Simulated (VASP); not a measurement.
# Y4Pb3 (Pm-3m) in VASP: single point with PBE

Aim: the single point of Y4Pb3 with PBE.

Everything below comes from runs of VASP 6.6.1. Logs are shortened: lines on timing, memory, paths and dates and some standing lists are left out, and cuts for length are marked.

## 1. The cell of the first run

It takes space group Pm-3m (No. 221, cubic). Conventional cell: a = 5.339 Å, b = 5.339 Å, c = 5.339 Å, α = 90.00°, β = 90.00°, γ = 90.00°. Y (site symmetry m-3m) has 6 Pb at 2.67 Å within 3.5 Å. Y (site symmetry 4/mmm) has 4 Pb at 2.67 Å within 3.5 Å. Pb (site symmetry 4/mmm) has 6 Y at 2.67 Å within 3.5 Å.

The cell was generated, and may not be a known phase.

## 2. Single point, PBE

Input file INCAR:

```
SYSTEM = Y4Pb3
PREC = Accurate
ENCUT = 500
EDIFF = 1E-6
ISMEAR = 0
SIGMA = 0.1
LREAL = .False.
LASPH = .True.
NELM = 300
ALGO = All
ISIF = 2
LWAVE = .False.
LCHARG = .False.
GGA = PE
NBANDS = 52
GGA_COMPAT = .False.
ISEARCH = 1
KPAR = 4
```

Input file KPOINTS:

```
regular mesh
0
Gamma
  4 4 4
  0 0 0
```

Input file POSCAR:

```
Y4Pb3
1.0
    5.3388190400      0.0000000000      0.0000000000
    0.0000000000      5.3388190400      0.0000000000
    0.0000000000      0.0000000000      5.3388190400
Y Pb
4 3
Direct
    0.5000000000      0.5000000000      0.5000000000
    0.5000000000      0.0000000000      0.0000000000
    0.0000000000      0.5000000000      0.0000000000
    0.0000000000      0.0000000000      0.5000000000
    0.5000000000      0.5000000000      0.0000000000
    0.0000000000      0.5000000000      0.5000000000
    0.5000000000      0.0000000000      0.5000000000
```

Potentials or basis: VASP PAW PBE potentials, release 64 (Y_sv, Pb_d).

The run is started by

```console
$ cat potpaw_PBE.64/Y_sv/POTCAR potpaw_PBE.64/Pb_d/POTCAR > POTCAR
$ mpirun -np 4 vasp_std > vasp.out
```

OUTCAR:

```text
SYSTEM = Y4Pb3
   PREC = Accurate
   ENCUT = 500
   EDIFF = 1E-6
   ISMEAR = 0
   LREAL = .False.
   LASPH = .True.
   NELM = 300
   ISIF = 2
   GGA = PE

 ion  position               nearest neighbor table
   1  0.500  0.500  0.500-   5 2.67   6 2.67   7 2.67   5 2.67   7 2.67   6 2.67   2 3.78   3 3.78
                             2 3.78   2 3.78   4 3.78   3 3.78   2 3.78   3 3.78   4 3.78   4 3.78
   2  0.500  0.000  0.000-   5 2.67   7 2.67   7 2.67   5 2.67   3 3.78   1 3.78   4 3.78   4 3.78
                             1 3.78   3 3.78   1 3.78   1 3.78   3 3.78   4 3.78   4 3.78   3 3.78
   3  0.000  0.500  0.000-   5 2.67   6 2.67   6 2.67   5 2.67   2 3.78   1 3.78   4 3.78   4 3.78
                             2 3.78   4 3.78   4 3.78   1 3.78   2 3.78   1 3.78   1 3.78   2 3.78
   4  0.000  0.000  0.500-   6 2.67   7 2.67   6 2.67   7 2.67   2 3.78   2 3.78   3 3.78   1 3.78
                             3 3.78   3 3.78   3 3.78   1 3.78   2 3.78   1 3.78   2 3.78   1 3.78
   5  0.500  0.500  0.000-   1 2.67   2 2.67   3 2.67   1 2.67   2 2.67   3 2.67   6 3.78   7 3.78
                             7 3.78   7 3.78   7 3.78   6 3.78   6 3.78   6 3.78
   6  0.000  0.500  0.500-   1 2.67   3 2.67   4 2.67   3 2.67   4 2.67   1 2.67   5 3.78   7 3.78
                             7 3.78   5 3.78   5 3.78   7 3.78   5 3.78   7 3.78
   7  0.500  0.000  0.500-   1 2.67   2 2.67   4 2.67   2 2.67   1 2.67   4 2.67   5 3.78   6 3.78
                             5 3.78   6 3.78   5 3.78   5 3.78   6 3.78   6 3.78

  LATTYP: Found a simple cubic cell.
 ALAT       =     5.3388190400

  Lattice vectors:

 A1 = (   5.3388190400,   0.0000000000,   0.0000000000)
 A2 = (   0.0000000000,   5.3388190400,   0.0000000000)
 A3 = (   0.0000000000,   0.0000000000,   5.3388190400)

Analysis of symmetry for initial positions (statically):
=====================================================================
 Subroutine PRICEL returns:
 Original cell was already a primitive cell.

 Routine SETGRP: Setting up the symmetry group for a
 simple cubic supercell.

 Subroutine GETGRP returns: Found 48 space group operations
 (whereof 48 operations were pure point group operations)
 out of a pool of 48 trial point group operations.

The static configuration has the point symmetry O_h .

Analysis of symmetry for dynamics (positions and initial velocities):
=====================================================================
 Subroutine PRICEL returns:
 Original cell was already a primitive cell.

 Routine SETGRP: Setting up the symmetry group for a
 simple cubic supercell.

 Subroutine GETGRP returns: Found 48 space group operations
 (whereof 48 operations were pure point group operations)
 out of a pool of 48 trial point group operations.

The dynamic configuration has the point symmetry O_h .

 Subroutine INISYM returns: Found 48 space group operations
 (whereof 48 operations are pure point group operations),
 and found     1 'primitive' translations

----------------------------------------------------------------------------------------

                                     Primitive cell

  volume of cell :     152.1723

  direct lattice vectors                    reciprocal lattice vectors
     5.338819040  0.000000000  0.000000000     0.187307341  0.000000000  0.000000000
     0.000000000  5.338819040  0.000000000     0.000000000  0.187307341  0.000000000
     0.000000000  0.000000000  5.338819040     0.000000000  0.000000000  0.187307341

  length of vectors
     5.338819040  5.338819040  5.338819040     0.187307341  0.187307341  0.187307341

  position of ions in fractional coordinates (direct lattice)
     0.500000000  0.500000000  0.500000000
     0.500000000  0.000000000  0.000000000
     0.000000000  0.500000000  0.000000000
     0.000000000  0.000000000  0.500000000
     0.500000000  0.500000000  0.000000000
     0.000000000  0.500000000  0.500000000
     0.500000000  0.000000000  0.500000000

  ion indices of the primitive-cell ions
   primitive index   ion index
                 1           1
                 2           2
                 3           3
                 4           4
                 5           5
                 6           6
                 7           7

----------------------------------------------------------------------------------------

 KPOINTS: regular mesh

Automatic generation of k-mesh.
 Grid dimensions read from file:
 generate k-points for:    4    4    4

 Generating k-lattice:

  Cartesian coordinates                     Fractional coordinates (reciprocal lattice)
     0.046826835  0.000000000  0.000000000     0.250000000  0.000000000  0.000000000
     0.000000000  0.046826835  0.000000000     0.000000000  0.250000000  0.000000000
     0.000000000  0.000000000  0.046826835     0.000000000  0.000000000  0.250000000

  Length of vectors
     0.046826835  0.046826835  0.046826835

  Shift w.r.t. Gamma in fractional coordinates (k-lattice)
     0.000000000  0.000000000  0.000000000

 Subroutine IBZKPT returns following result:
 ===========================================

 Found     10 irreducible k-points:

 Following reciprocal coordinates:
            Coordinates               Weight
  0.000000  0.000000  0.000000      1.000000
  0.250000  0.000000  0.000000      6.000000
  0.500000  0.000000  0.000000      3.000000
  0.250000  0.250000  0.000000     12.000000
  0.500000  0.250000  0.000000     12.000000
  0.500000  0.500000  0.000000      3.000000
  0.250000  0.250000  0.250000      8.000000
  0.500000  0.250000  0.250000     12.000000
  0.500000  0.500000  0.250000      6.000000
  0.500000  0.500000  0.500000      1.000000
   k-points           NKPTS =     10   k-points in BZ     NKDIM =     10   number of bands    NBANDS=     52
   number of dos      NEDOS =    301   number of ions     NIONS =      7
   total plane-waves  NPLWV =  64000
   dimension x,y,z NGX =    40 NGY =   40 NGZ =   40
   dimension x,y,z NGXF=    80 NGYF=   80 NGZF=   80
   ions per type =               4   3
   NGX,Y,Z   is equivalent  to a cutoff of  12.46, 12.46, 12.46 a.u.
   NGXF,Y,Z  is equivalent  to a cutoff of  24.91, 24.91, 24.91 a.u.
 SYSTEM =  Y4Pb3
   PREC   = accura    normal or accurate (medium, high low for compatibility)
   ISTART =      0    job   : 0-new  1-cont  2-samecut
   ICHARG =      2    charge: 1-file 2-atom 10-const
   ISPIN  =      1    spin polarized calculation?
   LNONCOLLINEAR =      F non collinear calculations
   LSORBIT =      F    spin-orbit coupling
   LASPH  =      T    aspherical Exc in radial PAW
   ENCUT  =  500.0 eV  36.75 Ry    6.06 a.u.   9.73  9.73  9.73*2*pi/ulx,y,z
   NELM   =    300;   NELMIN=  2; NELMDL= -5     # of ELM steps
   EDIFF  = 0.1E-05   stopping-criterion for ELM
   LREAL  =      F    real-space projection
   EDIFFG = 0.1E-04   stopping-criterion for IOM
   NSW    =      0    number of steps for IOM
   IBRION =     -1    ionic relax: 0-MD 1-quasi-New 2-CG
   NFREE  =      0    steps in history (QN), initial steepest desc. (CG)
   ISIF   =      2    stress and relaxation
   ISYM   =      2    0-nonsym 1-usesym 2-fastsym
   POTIM  = 0.5000    time-step for ionic-motion
   TEBEG  =    0.0;   TEEND  =   0.0 temperature during run
   PSTRESS=    0.0 pullay stress
   NELECT =      86.0000    total number of electrons
   NUPDOWN=      -1.0000    fix difference up-down
   EMIN   =  10.00;   EMAX   =-10.00  energy-range for DOS
   EFERMI =   0.00;   METHOD = LEGACY
   ISMEAR =     0;   SIGMA  =   0.10  broadening in eV -4-tet -1-fermi 0-gaus
   EFERMI_NEDOS =   21; number of points for ismear=-14 and -15
   IALGO  =     58    algorithm
   IMIX   =      4    mixing-type and parameters
     AMIX     =   0.40;   BMIX     =  1.00
     AMIX_MAG =   1.60;   BMIX_MAG =  1.00
  volume/ion in A,a.u.               =      21.74       146.70
  Fermi-wavevector in a.u.,A,eV,Ry     =   1.353513  2.557769 24.925840  1.831998
  Thomas-Fermi vector in A             =   2.480762
   LORBIT       =      0    0 simple, 1 ext, 2 COOP (PROOUT), +10 PAW based schemes
   GGA     = PE    functional components
   LHFCALC =     F    Hartree Fock is set to
   AEXX    =    0.0000 exact exchange contribution
   IVDW    =     0    specifies the selected vdW correction
   LEPSILON=     F    determine dielectric tensor
   LRPA    =     F    only Hartree local field effects (RPA)
 non-spin polarized calculation
 Gauss-broadening in eV      SIGMA  =   0.10
  energy-cutoff  :      500.00
  volume of cell :      152.17
 maximum number of plane-waves:      3900
 NGX is ok and might be reduce to    40
   NGX = 19   NGY = 19   NGZ = 19

 number of electron      86.0000033 magnetization

 Free energy of the ion-electron system (eV)
  ---------------------------------------------------
  ext. energy  EPLUGINS =         0.00000000
  ---------------------------------------------------
  free energy    TOTEN  =       -27.80601382 eV

  energy without entropy =      -27.75880441  energy(sigma->0) =      -27.78240911

 E-fermi :   7.4589     XC(G=0): -11.3183

 val. band max:        7.4517252442   @ k =   0.2500   0.2500   0.0000
 cond. band min:       7.4785550653   @ k =   0.2500   0.2500   0.0000
 fundamental gap:      0.0268298211
 Fermi energy:         7.4589109035

 k-point     1 :       0.0000    0.0000    0.0000
  band No.  band energies     occupation
      1     -34.3752      2.00000
      2     -34.3346      2.00000
      3     -34.3346      2.00000
      4     -33.6498      2.00000
      5     -14.7863      2.00000
      6     -14.7863      2.00000
[... 44 lines left out ...]
     51      11.2968      0.00000
     52      11.2940      0.00000

 k-point     2 :       0.2500    0.0000    0.0000
  band No.  band energies     occupation
      1     -34.3683      2.00000
      2     -34.3390      2.00000
      3     -34.3324      2.00000
      4     -33.6478      2.00000
      5     -14.8569      2.00000
      6     -14.7605      2.00000
[... 44 lines left out ...]
     51      11.1199      0.00000
     52      11.4334      0.00000
[... 383 lines left out ...]
     51      11.4138      0.00000
     52      11.7401      0.00000

 k-point    10 :       0.5000    0.5000    0.5000
  band No.  band energies     occupation
      1     -34.3391      2.00000
      2     -34.3391      2.00000
      3     -34.3391      2.00000
      4     -33.6368      2.00000
      5     -15.0535      2.00000
      6     -15.0535      2.00000
[... 44 lines left out ...]
     51      11.7279      0.00000
     52      11.8187      0.00000

------------------------ aborting loop because EDIFF is reached ----------------------------------------

  FORCE on cell =-STRESS in cart. coord.  units (eV):
  Direction    XX          YY          ZZ          XY          YZ          ZX
  --------------------------------------------------------------------------------------
  -------------------------------------------------------------------------------------
  Total       52.5301074     52.5301074     52.5301074     -0.0000000     -0.0000000     -0.0000000
  in kB      553.0740338    553.0740338    553.0740338     -0.0000000     -0.0000000     -0.0000000
  external PRESSURE =     553.0740338 kB  Pullay stress =       0.0000000 kB

 VOLUME and BASIS-vectors are now :
 -----------------------------------------------------------------------------
  energy-cutoff  :      500.00
  volume of cell :      152.17
      direct lattice vectors                 reciprocal lattice vectors
     5.338819040  0.000000000  0.000000000     0.187307341  0.000000000  0.000000000
     0.000000000  5.338819040  0.000000000     0.000000000  0.187307341  0.000000000
     0.000000000  0.000000000  5.338819040     0.000000000  0.000000000  0.187307341

 POSITION                                       TOTAL-FORCE (eV/Angst)
 -----------------------------------------------------------------------------------
      2.66941      2.66941      2.66941         0.000000      0.000000      0.000000
      2.66941      0.00000      0.00000         0.000000      0.000000      0.000000
      0.00000      2.66941      0.00000         0.000000      0.000000      0.000000
      0.00000      0.00000      2.66941         0.000000      0.000000      0.000000
      2.66941      2.66941      0.00000         0.000000      0.000000      0.000000
      0.00000      2.66941      2.66941         0.000000      0.000000      0.000000
      2.66941      0.00000      2.66941         0.000000      0.000000      0.000000
 -----------------------------------------------------------------------------------
    total drift:                                0.000000      0.000000     -0.000000

  FREE ENERGIE OF THE ION-ELECTRON SYSTEM (eV)
  ---------------------------------------------------
  free  energy   TOTEN  =       -27.8060138155 eV

  energy  without entropy=      -27.7588041726  energy(sigma->0) =      -27.78240899
```

Wall time 73 s (4 MPI ranks of AMD EPYC 7R43 (Zen 3), shared host); peak memory 0.3 GiB.

Results:

```yaml
Free_energy: -27.8060 eV
Pressure: 55.3 GPa
Band_gap_on_the_k_mesh: zero (bands 43 and 44 overlap by 1.95 eV)
```

Caveat: the cell stands under pressure; spin-orbit coupling is left out, which moves the levels of the heavy elements.

The gap in the log of VASP goes by the Fermi energy; the results here count the filled bands.